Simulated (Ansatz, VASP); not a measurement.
**Two plane-wave programs on K**

```
CELL_PARAMETERS angstrom
-2.61800 2.53946 2.61800
2.61800 -2.53946 2.61800
2.61800 2.53946 -2.61800
ATOMIC_POSITIONS crystal
K 0.00000 0.00000 0.00000
```

Change from the starting cell: strain -0.0300 x Voigt [0, 1, 0, 0, 0, 0], atoms carried along.

Alike in both runs: task single point; functional LDA; k mesh 14 × 14 × 14; occupations gaussian, width 0.15 eV; no spin polarisation.

|  | VASP | Ansatz |
| --- | --- | --- |
| version | VASP 6.6.1 | Ansatz 0.2.0 |
| potentials or method | VASP PAW LDA potentials, release 64 (K_sv), cutoff 520 eV | scalar-relativistic, plane waves, PAW |
| valence electrons in the cell | 9 | 9 |

|  | VASP | Ansatz | Ansatz less VASP |
| --- | --- | --- | --- |
| gap on the k mesh at the Fermi level (eV) | none | none | - |
| pressure (GPa) | -0.3 | -0.3 | +0.01 |

LDA's correlation is that of Perdew and Zunger in VASP and of Perdew and Wang (1992) in Ansatz. A gap of «none» marks a metal or a gap that the smearing closes.
